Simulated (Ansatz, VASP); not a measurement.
Given: the input of a run of Ansatz 0.2.0 on In.

File input.yaml:

```yaml
crystal:
  lattice:
    - [3.4081100428, 0.0, 0.0]
    - [-1.7040550214, 2.9515098759, 0.0]
    - [0.0, 0.0, 10.9418260834]
  atoms:
    - { symbol: In, position: [0.6666666667, 0.3333333333, 0.75] }
    - { symbol: In, position: [0.0, 0.0, 0.5] }
    - { symbol: In, position: [0.3333333333, 0.6666666667, 0.25] }
    - { symbol: In, position: [0.0, 0.0, 0.0] }
hamiltonian:
  xc: pbe
  pseudopotentials: { kind: paw }
kpoints:
  mp_grid: { grid: [9, 9, 3] }
scf:
  occupations: { method: fermi_dirac, width: 0.05 }
output:
  forces: true
  stress: true
  eigenvalues: true
```

Potentials or basis: Ansatz PAW.

Command:

```sh
$ ansatz run input.yaml --threads 2 --pin off --max-ram 5120MiB --backend cpu --events-out ev --progress --plain --runs-dir out
```

**Question.** Set up the same calculation for VASP 6.6.1. Potentials there: VASP PAW PBE potentials, release 64 (In_d).

**Answer.** As run (the cutoff follows the program's own potentials):

The input INCAR:

```
ALGO = Normal
EDIFF = 1E-7
ENCUT = 520
GGA = PE
ISIF = 2
ISMEAR = -1
LASPH = T
LCHARG = F
LREAL = F
LWAVE = F
NBANDS = 34
NELM = 100
PREC = Accurate
SIGMA = 0.05
```

File KPOINTS:

```
k-points
0
Gamma
  9 9 3
```

File POSCAR:

```
In
1.0
    3.4081100428      0.0000000000      0.0000000000
   -1.7040550214      2.9515098759      0.0000000000
    0.0000000000      0.0000000000     10.9418260834
In
4
Direct
    0.6666666667      0.3333333333      0.7500000000
    0.0000000000      0.0000000000      0.5000000000
    0.3333333333      0.6666666667      0.2500000000
    0.0000000000      0.0000000000      0.0000000000
```

Potentials or basis: VASP PAW PBE potentials, release 64 (In_d).

The run is started by

```console
$ cat potpaw_PBE.64/In_d/POTCAR > POTCAR
$ mpirun -np 1 vasp_std > vasp.out
```

Both were run:

|  | VASP | Ansatz | Ansatz less VASP |
| --- | --- | --- | --- |
| gap on the k mesh at the Fermi level (eV) | none | none | - |
| pressure (GPa) | 0.0 | 0.1 | +0.04 |
| traceless stress, the component that is largest in VASP (GPa) | 0.40 | 0.40 | -0.001 |

A gap of «none» marks a metal or a gap that the smearing closes.
